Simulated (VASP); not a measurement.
Runs of VASP 6.6.1 on CdF2. The structure is that of space group Fm-3m (No. 225), or close to it. The cells are those of the table. 

```tsv
task	level	spin	cell	k mesh	cutoff (eV)	smearing	gap on the mesh (eV)	pressure (GPa)	relaxed volume (Å³/atom)
single point	PBE+D4	off	a = 3.851 Å, angles 60.0°, 3 atoms	8 × 8 × 8	520	fermi-dirac 0.02 eV	2.96	0.6	-
relaxation of cell and atoms	PBE+D3(BJ)	off	relaxed from a = 3.810 Å, angles 60.0°, 3 atoms	8 × 8 × 8	600	fermi-dirac 0.02 eV	2.94	0.0	(a)
single point	PBE+D3(BJ)	off	a = 3.850 Å, angles 60.0°, 3 atoms	8 × 8 × 8	520	fermi-dirac 0.02 eV	2.96	0.7	-
dielectric tensor	r2SCAN	off	a = 3.794 Å, angles 60.0°, 3 atoms	6 × 6 × 6	520	gaussian 0.01 eV	3.82	-	-
single point	r2SCAN+rVV10	off	a = 3.794 Å, angles 60.0°, 3 atoms	8 × 8 × 8	520	fermi-dirac 0.02 eV	(c)	1.2	-
single point	PBE	non-collinear, zero start, SOC	a = 3.794 Å, angles 60.0°, 3 atoms	8 × 8 × 8	520	gaussian 0.01 eV	-	7.8	-
relaxation of cell and atoms	r2SCAN+rVV10	off	relaxed from a = 3.850 Å, angles 60.0°, 3 atoms	8 × 8 × 8	600	fermi-dirac 0.02 eV	(b)	0.0	12.97
single point	PBE	off	a = 3.794 Å, angles 60.0°, 3 atoms	8 × 8 × 8	520	fermi-dirac 0.02 eV	3.11	7.8	-
```

Alike in all rows: potentials or basis VASP PAW PBE potentials, release 64 (Cd, F).

Q: Estimate the missing entries.

A: (a) 13.52; (b) 3.70; (c) 3.72.

Caveats: the PAW data sets were made with another functional, which shifts forces and pressure a little (at least some runs); the cell stands under pressure (at least some runs).

A k mesh can miss the band edges, and rows without SOC leave out spin-orbit coupling on Cd.
